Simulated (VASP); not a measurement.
# TePb (zincblende type) (F-43m) in VASP: further runs

The runs below take TePb (zincblende type) through single point, relaxation of cell and atoms, with PBE.

Everything below comes from runs of VASP 6.6.1. Logs are shortened: lines on timing, memory, paths and dates and some standing lists are left out, and cuts for length are marked.

## (1) The cell of the first run

It takes space group F-43m (No. 216, cubic). Conventional cell: a = 7.078 Å, b = 7.078 Å, c = 7.078 Å, α = 90.00°, β = 90.00°, γ = 90.00°. Pb (site symmetry -43m) has 4 Te at 3.07 Å within 4.0 Å. Within 4.0 Å of Te (site symmetry -43m) lie 4 Pb at 3.07 Å.

## (2) Single point, PBE

File INCAR:

```
ALGO = Normal
EDIFF = 1E-7
ENCUT = 520
GGA = PE
ISIF = 2
ISMEAR = -1
LASPH = T
LCHARG = F
LREAL = F
LWAVE = F
NBANDS = 17
NELM = 100
PREC = Accurate
SIGMA = 0.08
```

File KPOINTS:

```
k-points
0
Gamma
  11 11 11
```

File POSCAR:

```
TePb
1.0
    0.0000000000      3.5391709183      3.5391709183
    3.5391709183      0.0000000000      3.5391709183
    3.5391709183      3.5391709183      0.0000000000
Pb Te
1 1
Direct
    0.0000000000      0.0000000000      0.0000000000
    0.2500000000      0.2500000000      0.2500000000
```

Potentials or basis: VASP PAW PBE potentials, release 64 (Pb_d, Te).

The run is started by

```console
> cat potpaw_PBE.64/Pb_d/POTCAR potpaw_PBE.64/Te/POTCAR > POTCAR
> mpirun -np 1 vasp_std > vasp.out
```

OUTCAR:

```text
EDIFF = 1E-7
   ENCUT = 520
   GGA = PE
   ISIF = 2
   ISMEAR = -1
   LASPH = T
   LREAL = F
   NELM = 100
   PREC = Accurate

 ion  position               nearest neighbor table
   1  0.000  0.000  0.000-   2 3.07   2 3.07   2 3.07   2 3.07
   2  0.250  0.250  0.250-   1 3.07   1 3.07   1 3.07   1 3.07

  LATTYP: Found a face centered cubic cell.
 ALAT       =     7.0783418366

  Lattice vectors:

 A1 = (   0.0000000000,   3.5391709183,   3.5391709183)
 A2 = (   3.5391709183,   0.0000000000,   3.5391709183)
 A3 = (   3.5391709183,   3.5391709183,   0.0000000000)

Analysis of symmetry for initial positions (statically):
=====================================================================
 Subroutine PRICEL returns:
 Original cell was already a primitive cell.

 Routine SETGRP: Setting up the symmetry group for a
 face centered cubic supercell.

 Subroutine GETGRP returns: Found 24 space group operations
 (whereof 24 operations were pure point group operations)
 out of a pool of 48 trial point group operations.

The static configuration has the point symmetry T_d .

Analysis of symmetry for dynamics (positions and initial velocities):
=====================================================================
 Subroutine PRICEL returns:
 Original cell was already a primitive cell.

 Routine SETGRP: Setting up the symmetry group for a
 face centered cubic supercell.

 Subroutine GETGRP returns: Found 24 space group operations
 (whereof 24 operations were pure point group operations)
 out of a pool of 48 trial point group operations.

The dynamic configuration has the point symmetry T_d .

 Subroutine INISYM returns: Found 24 space group operations
 (whereof 24 operations are pure point group operations),
 and found     1 'primitive' translations

----------------------------------------------------------------------------------------

                                     Primitive cell

  volume of cell :      88.6614

  direct lattice vectors                    reciprocal lattice vectors
     0.000000000  3.539170918  3.539170918    -0.141276025  0.141276025  0.141276025
     3.539170918  0.000000000  3.539170918     0.141276025 -0.141276025  0.141276025
     3.539170918  3.539170918  0.000000000     0.141276025  0.141276025 -0.141276025

  length of vectors
     5.005143512  5.005143512  5.005143512     0.244697254  0.244697254  0.244697254

  position of ions in fractional coordinates (direct lattice)
     0.000000000  0.000000000  0.000000000
     0.250000000  0.250000000  0.250000000

  ion indices of the primitive-cell ions
   primitive index   ion index
                 1           1
                 2           2

----------------------------------------------------------------------------------------

 KPOINTS: k-points

Automatic generation of k-mesh.
 Grid dimensions read from file:
 generate k-points for:   11   11   11

 Generating k-lattice:

  Cartesian coordinates                     Fractional coordinates (reciprocal lattice)
    -0.012843275  0.012843275  0.012843275     0.090909091  0.000000000  0.000000000
     0.012843275 -0.012843275  0.012843275     0.000000000  0.090909091  0.000000000
     0.012843275  0.012843275 -0.012843275     0.000000000  0.000000000  0.090909091

  Length of vectors
     0.022245205  0.022245205  0.022245205

  Shift w.r.t. Gamma in fractional coordinates (k-lattice)
     0.000000000  0.000000000  0.000000000

 Subroutine IBZKPT returns following result:
 ===========================================

 Found     56 irreducible k-points:

 Following reciprocal coordinates:
            Coordinates               Weight
  0.000000  0.000000  0.000000      1.000000
  0.090909  0.000000  0.000000      8.000000
  0.181818  0.000000  0.000000      8.000000
  0.272727  0.000000  0.000000      8.000000
  0.363636  0.000000  0.000000      8.000000
  0.454545  0.000000  0.000000      8.000000
[... 16 lines left out ...]
 -0.272727  0.181818  0.000000     24.000000
 -0.181818  0.181818  0.000000     12.000000
 [... further k-points ...]
   k-points           NKPTS =     56   k-points in BZ     NKDIM =     56   number of bands    NBANDS=     17
   number of dos      NEDOS =    301   number of ions     NIONS =      2
   total plane-waves  NPLWV =  64000
   dimension x,y,z NGX =    40 NGY =   40 NGZ =   40
   dimension x,y,z NGXF=    80 NGYF=   80 NGZF=   80
   ions per type =               1   1
   NGX,Y,Z   is equivalent  to a cutoff of  13.29, 13.29, 13.29 a.u.
   NGXF,Y,Z  is equivalent  to a cutoff of  26.57, 26.57, 26.57 a.u.
 SYSTEM =  unknown system
   PREC   = accura    normal or accurate (medium, high low for compatibility)
   ISTART =      0    job   : 0-new  1-cont  2-samecut
   ICHARG =      2    charge: 1-file 2-atom 10-const
   ISPIN  =      1    spin polarized calculation?
   LNONCOLLINEAR =      F non collinear calculations
   LSORBIT =      F    spin-orbit coupling
   LASPH  =      T    aspherical Exc in radial PAW
   ENCUT  =  520.0 eV  38.22 Ry    6.18 a.u.   9.31  9.31  9.31*2*pi/ulx,y,z
   NELM   =    100;   NELMIN=  2; NELMDL= -5     # of ELM steps
   EDIFF  = 0.1E-06   stopping-criterion for ELM
   LREAL  =      F    real-space projection
   EDIFFG = 0.1E-05   stopping-criterion for IOM
   NSW    =      0    number of steps for IOM
   IBRION =     -1    ionic relax: 0-MD 1-quasi-New 2-CG
   NFREE  =      0    steps in history (QN), initial steepest desc. (CG)
   ISIF   =      2    stress and relaxation
   ISYM   =      2    0-nonsym 1-usesym 2-fastsym
   POTIM  = 0.5000    time-step for ionic-motion
   TEBEG  =    0.0;   TEEND  =   0.0 temperature during run
   PSTRESS=    0.0 pullay stress
   NELECT =      20.0000    total number of electrons
   NUPDOWN=      -1.0000    fix difference up-down
   EMIN   =  10.00;   EMAX   =-10.00  energy-range for DOS
   EFERMI =   0.00;   METHOD = LEGACY
   ISMEAR =    -1;   SIGMA  =   0.08  broadening in eV -4-tet -1-fermi 0-gaus
   EFERMI_NEDOS =   21; number of points for ismear=-14 and -15
   IALGO  =     38    algorithm
   IMIX   =      4    mixing-type and parameters
     AMIX     =   0.40;   BMIX     =  1.00
     AMIX_MAG =   1.60;   BMIX_MAG =  1.00
  volume/ion in A,a.u.               =      44.33       299.16
  Fermi-wavevector in a.u.,A,eV,Ry     =   0.996567  1.883239 13.512577  0.993146
  Thomas-Fermi vector in A             =   2.128664
   LORBIT       =      0    0 simple, 1 ext, 2 COOP (PROOUT), +10 PAW based schemes
   GGA     = PE    functional components
   LHFCALC =     F    Hartree Fock is set to
   AEXX    =    0.0000 exact exchange contribution
   IVDW    =     0    specifies the selected vdW correction
   LEPSILON=     F    determine dielectric tensor
   LRPA    =     F    only Hartree local field effects (RPA)
 non-spin polarized calculation
  energy-cutoff  :      520.00
  volume of cell :       88.66
 maximum number of plane-waves:      2421
 NGX is ok and might be reduce to    40
   NGX = 19   NGY = 19   NGZ = 19

 number of electron      19.9999999 magnetization

 Free energy of the ion-electron system (eV)
  ---------------------------------------------------
  ext. energy  EPLUGINS =         0.00000000
  ---------------------------------------------------
  free energy    TOTEN  =        -7.05355734 eV

  energy without entropy =       -7.05198118  energy(sigma->0) =       -7.05276926

 E-fermi :   3.8247     XC(G=0):  -7.7978

 val. band max:        3.5507238991   @ k =  -0.2727   0.4545   0.1818
 cond. band min:       4.0160281902   @ k =   0.4545   0.4545   0.0000
 fundamental gap:      0.4653042911
 Fermi energy:         3.8246905861

 k-point     1 :       0.0000    0.0000    0.0000
  band No.  band energies     occupation
      1     -13.4279      2.00000
      2     -13.4279      2.00000
      3     -13.4279      2.00000
      4     -13.3916      2.00000
      5     -13.3916      2.00000
      6      -8.3153      2.00000
[... 9 lines left out ...]
     16      10.6479      0.00000
     17      11.5031      0.00000

 k-point     2 :       0.0909    0.0000    0.0000
  band No.  band energies     occupation
      1     -13.4291      2.00000
      2     -13.4273      2.00000
      3     -13.4273      2.00000
      4     -13.3916      2.00000
      5     -13.3916      2.00000
      6      -8.2655      2.00000
[... 9 lines left out ...]
     16      10.3085      0.00000
     17      11.2503      0.00000

 k-point     3 :       0.1818    0.0000    0.0000
  band No.  band energies     occupation
      1     -13.4324      2.00000
      2     -13.4257      2.00000
      3     -13.4257      2.00000
      4     -13.3915      2.00000
      5     -13.3915      2.00000
      6      -8.1220      2.00000
[... 9 lines left out ...]
     16       9.9812      0.00000
     17      10.9557      0.00000

 k-point     4 :       0.2727    0.0000    0.0000
  band No.  band energies     occupation
      1     -13.4366      2.00000
      2     -13.4238      2.00000
      3     -13.4238      2.00000
      4     -13.3913      2.00000
      5     -13.3913      2.00000
      6      -7.9070      2.00000
[... 9 lines left out ...]
     16       9.9644      0.00000
     17      11.2104      0.00000

 k-point     5 :       0.3636    0.0000    0.0000
  band No.  band energies     occupation
      1     -13.4406      2.00000
      2     -13.4221      2.00000
      3     -13.4221      2.00000
      4     -13.3910      2.00000
      5     -13.3910      2.00000
      6      -7.6691      2.00000
[... 9 lines left out ...]
     16      10.3034      0.00000
     17      11.4453      0.00000

 k-point     6 :       0.4545    0.0000    0.0000
  band No.  band energies     occupation
      1     -13.4429      2.00000
      2     -13.4212      2.00000
      3     -13.4212      2.00000
      4     -13.3907      2.00000
      5     -13.3907      2.00000
      6      -7.4989      2.00000
[... 9 lines left out ...]
     16      10.8508      0.00000
     17      10.8508      0.00000

 k-point     7 :       0.0909    0.0909    0.0000
  band No.  band energies     occupation
      1     -13.4302      2.00000
      2     -13.4267      2.00000
      3     -13.4267      2.00000
      4     -13.3919      2.00000
      5     -13.3913      2.00000
      6      -8.2486      2.00000
[... 9 lines left out ...]
     16      10.7188      0.00000
     17      11.6823      0.00000

 k-point     8 :       0.1818    0.0909    0.0000
  band No.  band energies     occupation
      1     -13.4331      2.00000
      2     -13.4254      2.00000
      3     -13.4251      2.00000
      4     -13.3922      2.00000
      5     -13.3910      2.00000
      6      -8.1356      2.00000
[... 9 lines left out ...]
     16      10.5354      0.00000
     17      11.4464      0.00000
[... 203 lines left out ...]
      1     -13.4435      2.00000
      2     -13.4204      2.00000
      3     -13.4197      2.00000
      4     -13.3934      2.00000
      5     -13.3897      2.00000
      6      -7.6656      2.00000
[... 9 lines left out ...]
     16      11.0823      0.00000
     17      12.0208      0.00000

 k-point    20 :       0.4545    0.1818    0.0000
  band No.  band energies     occupation
      1     -13.4456      2.00000
      2     -13.4197      2.00000
      3     -13.4187      2.00000
      4     -13.3929      2.00000
      5     -13.3897      2.00000
      6      -7.4479      2.00000
[... 9 lines left out ...]
     16      11.2960      0.00000
     17      11.4330      0.00000

 k-point    21 :      -0.4545    0.1818    0.0000
  band No.  band energies     occupation
      1     -13.4461      2.00000
      2     -13.4195      2.00000
      3     -13.4186      2.00000
      4     -13.3921      2.00000
      5     -13.3903      2.00000
      6      -7.3346      2.00000
[... 9 lines left out ...]
     16      10.7674      0.00000
     17      11.4820      0.00000

 k-point    22 :      -0.3636    0.1818    0.0000
  band No.  band energies     occupation
      1     -13.4449      2.00000
      2     -13.4198      2.00000
      3     -13.4195      2.00000
      4     -13.3913      2.00000
      5     -13.3911      2.00000
      6      -7.4016      2.00000
[... 9 lines left out ...]
     16      10.7131      0.00000
     17      11.7840      0.00000

 k-point    23 :      -0.2727    0.1818    0.0000
  band No.  band energies     occupation
      1     -13.4422      2.00000
      2     -13.4212      2.00000
      3     -13.4206      2.00000
      4     -13.3918      2.00000
      5     -13.3909      2.00000
      6      -7.6014      2.00000
[... 9 lines left out ...]
     16      10.7170      0.00000
     17      11.8124      0.00000

 k-point    24 :      -0.1818    0.1818    0.0000
  band No.  band energies     occupation
      1     -13.4386      2.00000
      2     -13.4233      2.00000
      3     -13.4219      2.00000
      4     -13.3921      2.00000
      5     -13.3908      2.00000
      6      -7.8296      2.00000
[... 9 lines left out ...]
     16      10.1525      0.00000
     17      12.1312      0.00000

 [... further k-points ...]

------------------------ aborting loop because EDIFF is reached ----------------------------------------

  FORCE on cell =-STRESS in cart. coord.  units (eV):
  Direction    XX          YY          ZZ          XY          YZ          ZX
  --------------------------------------------------------------------------------------
  -------------------------------------------------------------------------------------
  Total        1.7939391      1.7939391      1.7939391      0.0000000     -0.0000000      0.0000000
  in kB       32.4178102     32.4178102     32.4178102      0.0000000     -0.0000000      0.0000000
  external PRESSURE =      32.4178102 kB  Pullay stress =       0.0000000 kB

 VOLUME and BASIS-vectors are now :
 -----------------------------------------------------------------------------
  energy-cutoff  :      520.00
  volume of cell :       88.66
      direct lattice vectors                 reciprocal lattice vectors
     0.000000000  3.539170918  3.539170918    -0.141276025  0.141276025  0.141276025
     3.539170918  0.000000000  3.539170918     0.141276025 -0.141276025  0.141276025
     3.539170918  3.539170918  0.000000000     0.141276025  0.141276025 -0.141276025

 POSITION                                       TOTAL-FORCE (eV/Angst)
 -----------------------------------------------------------------------------------
      0.00000      0.00000      0.00000         0.000000      0.000000      0.000000
      1.76959      1.76959      1.76959        -0.000000     -0.000000     -0.000000
 -----------------------------------------------------------------------------------
    total drift:                                0.000000      0.000000      0.000000

  FREE ENERGIE OF THE ION-ELECTRON SYSTEM (eV)
  ---------------------------------------------------
  free  energy   TOTEN  =        -7.0535573366 eV

  energy  without entropy=       -7.0519811793  energy(sigma->0) =       -7.05276926
```

Run time: 86 s. Hardware: 1 thread of Intel Xeon Platinum 8259CL at 2.50GHz (Skylake/Cascade Lake), shared host; peak memory 0.28 GiB.

Results:

* Free energy: -7.0536 eV
* Pressure: 3.2 GPa
* Band gap on the k mesh: 0.47 eV (least direct gap 1.12 eV)

Levels at points of the mesh, in eV from the valence-band top:
| k point | band 7 | band 8 | band 9 | band 10 | band 11 | band 12 | band 13 | band 14 |
| --- | --- | --- | --- | --- | --- | --- | --- | --- |
| (0.00, 0.00, 0.00) | -5.96 | -1.63 | -1.63 | -1.63 | 1.47 | 1.47 | 1.47 | 4.08 |

Caveat: the cell stands under pressure; spin-orbit coupling is left out, which moves the levels of the heavy elements; an odd mesh through Γ misses points on the zone boundary, where band edges can lie.

## (3) Single point, PBE

File INCAR:

```
SYSTEM = TePb
PREC = Accurate ; ENCUT = 520
EDIFF = 1E-6 ; ISMEAR = -1
SIGMA = 0.08 ; LREAL = .False.
LASPH = .True. ; NELM = 100
ALGO = Normal ; ISIF = 2
LWAVE = .False. ; LCHARG = .False.
GGA = PE ; NBANDS = 17
```

File KPOINTS:

```
Automatic mesh
0
Gamma
  11 11 11
  0 0 0
```

POSCAR is that of step 2.

Potentials or basis: VASP PAW PBE potentials, release 64 (Pb_d, Te).

The run is started by

```console
> cat potpaw_PBE.64/Pb_d/POTCAR potpaw_PBE.64/Te/POTCAR > POTCAR
> mpirun -np 1 vasp_std > vasp.out
```

OUTCAR:

```text
SYSTEM = TePb
   PREC = Accurate
   ENCUT = 520
   EDIFF = 1E-6
   ISMEAR = -1
   LREAL = .False.
   LASPH = .True.
   NELM = 100
   ISIF = 2
   GGA = PE

 ion  position               nearest neighbor table
   1  0.000  0.000  0.000-   2 3.07   2 3.07   2 3.07   2 3.07
   2  0.250  0.250  0.250-   1 3.07   1 3.07   1 3.07   1 3.07

  LATTYP: Found a face centered cubic cell.
 ALAT       =     7.0783418366

  Lattice vectors:

[... 666 lines left out ...]

------------------------ aborting loop because EDIFF is reached ----------------------------------------

  FORCE on cell =-STRESS in cart. coord.  units (eV):
  Direction    XX          YY          ZZ          XY          YZ          ZX
  --------------------------------------------------------------------------------------
  -------------------------------------------------------------------------------------
  Total        1.7863702      1.7863702      1.7863702     -0.0000000      0.0000000      0.0000000
  in kB       32.2810343     32.2810343     32.2810343     -0.0000000      0.0000000      0.0000000
  external PRESSURE =      32.2810343 kB  Pullay stress =       0.0000000 kB

 VOLUME and BASIS-vectors are now :
 -----------------------------------------------------------------------------
  energy-cutoff  :      520.00
  volume of cell :       88.66
      direct lattice vectors                 reciprocal lattice vectors
     0.000000000  3.539170918  3.539170918    -0.141276025  0.141276025  0.141276025
     3.539170918  0.000000000  3.539170918     0.141276025 -0.141276025  0.141276025
     3.539170918  3.539170918  0.000000000     0.141276025  0.141276025 -0.141276025

 POSITION                                       TOTAL-FORCE (eV/Angst)
 -----------------------------------------------------------------------------------
      0.00000      0.00000      0.00000         0.000000      0.000000      0.000000
      1.76959      1.76959      1.76959        -0.000000     -0.000000     -0.000000
 -----------------------------------------------------------------------------------
    total drift:                                0.000000      0.000000      0.000000

  FREE ENERGIE OF THE ION-ELECTRON SYSTEM (eV)
  ---------------------------------------------------
  free  energy   TOTEN  =        -7.0535570192 eV

  energy  without entropy=       -7.0519834261  energy(sigma->0) =       -7.05277022
```

OSZICAR:

```text
N       E                     dE             d eps       ncg     rms          rms(c)
DAV:   1     0.154768106272E+03    0.15477E+03   -0.88329E+03  1912   0.105E+03
DAV:   2     0.461805892951E+01   -0.15015E+03   -0.14572E+03  1968   0.277E+02
DAV:   3    -0.689293121383E+01   -0.11511E+02   -0.11436E+02  2581   0.861E+01
DAV:   4    -0.721818867880E+01   -0.32526E+00   -0.32512E+00  2371   0.180E+01
DAV:   5    -0.723135994699E+01   -0.13171E-01   -0.13171E-01  2635   0.311E+00    0.413E+00
DAV:   6    -0.705754519655E+01    0.17381E+00   -0.38757E-01  2681   0.354E+00    0.260E+00
DAV:   7    -0.704986501551E+01    0.76802E-02   -0.11764E-01  2072   0.137E+00    0.106E+00
DAV:   8    -0.705265650886E+01   -0.27915E-02   -0.13439E-02  2125   0.962E-01    0.242E-01
DAV:   9    -0.705317357493E+01   -0.51707E-03   -0.22757E-03  2152   0.383E-01    0.703E-02
DAV:  10    -0.705344440737E+01   -0.27083E-03   -0.55877E-04  2070   0.142E-01    0.370E-02
DAV:  11    -0.705355784860E+01   -0.11344E-03   -0.24536E-04  2018   0.822E-02    0.422E-02
DAV:  12    -0.705355679181E+01    0.10568E-05   -0.71601E-06  2366   0.149E-02    0.263E-02
DAV:  13    -0.705355701923E+01   -0.22742E-06   -0.24620E-06  2010   0.708E-03
   1 F= -.70535570E+01 E0= -.70527702E+01  d E =-.157359E-02
```

stdout:

```text
POSCAR found type information on POSCAR PbTe
 POSCAR found :  2 types and       2 ions
 scaLAPACK will be used
 LDA part: xc-table for (Slater+PW92), standard interpolation
 POSCAR, INCAR and KPOINTS ok, starting setup
 FFT: planning ... GRIDC
 FFT: planning ... GRID_SOFT
 FFT: planning ... GRID
 WAVECAR not read
 entering main loop
```

Wall time 67 s (1 thread of Intel Xeon Platinum 8259CL at 2.50GHz (Skylake/Cascade Lake), shared host); peak memory 0.28 GiB.

Results:

| Item | Value |
| --- | --- |
| Free energy | -7.0536 eV |
| Pressure | 3.2 GPa |
| Band gap on the k mesh | 0.47 eV (least direct gap 1.12 eV) |

Caveat: the cell stands under pressure; spin-orbit coupling is left out, which moves the levels of the heavy elements; an odd mesh through Γ misses points on the zone boundary, where band edges can lie.

(Part 1 of 2 ends here.)
